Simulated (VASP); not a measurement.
# SbPt: single point with PBEsol

Crystal: SbPt.

```
Pt Sb
1.0
     4.12000    0.00000    0.00000
    -2.06000    3.56802    0.00000
     0.00000    0.00000    5.47000
Pt Sb
2 2
Direct
  0.00000 0.00000 0.50000
  0.00000 0.00000 0.00000
  0.66667 0.33333 0.75000
  0.33333 0.66667 0.25000
```

- Program: VASP 6.6.1
- Task: single point
- Functional: PBEsol
- Potentials or basis: VASP PAW PBE potentials, release 64 (Pt, Sb)
- Cutoff: 520 eV
- k mesh: 8 × 8 × 5
- Occupations: fermi-dirac, width 0.05 eV
- Spin: no spin polarisation

```json
{
  "Pressure": "3.4 GPa",
  "Band gap on the k mesh": "zero (band 15 reaches 11.97 eV, above the bottom of band 16 at 8.94 eV)"
}
```

Stress tensor (GPa, compression positive):
```
3.62 0.00 0.00
0.00 3.62 0.00
0.00 0.00 2.94
```

Levels at points of the mesh, in eV from the Fermi level:
```csv
k point,band 12,band 13,band 14,band 15,band 16,band 17,band 18,band 19
"(0.00, 0.00, 0.00)",-2.21,-0.09,-0.09,0.75,2.35,2.36,3.66,3.66
"(0.50, 0.00, 0.00)",-2.99,-2.76,-2.37,-2.19,-0.58,1.91,4.25,4.29
```

Run time: 33 s on 1 thread of Intel(R) Xeon(R) Platinum 8375C CPU @ 2.90GHz (Ice Lake), with other jobs on the host, peak memory 0.22 GiB.

Caveat: the PAW data sets were made with another functional, which shifts forces and pressure a little; spin-orbit coupling is left out, which moves the levels of the heavy elements.
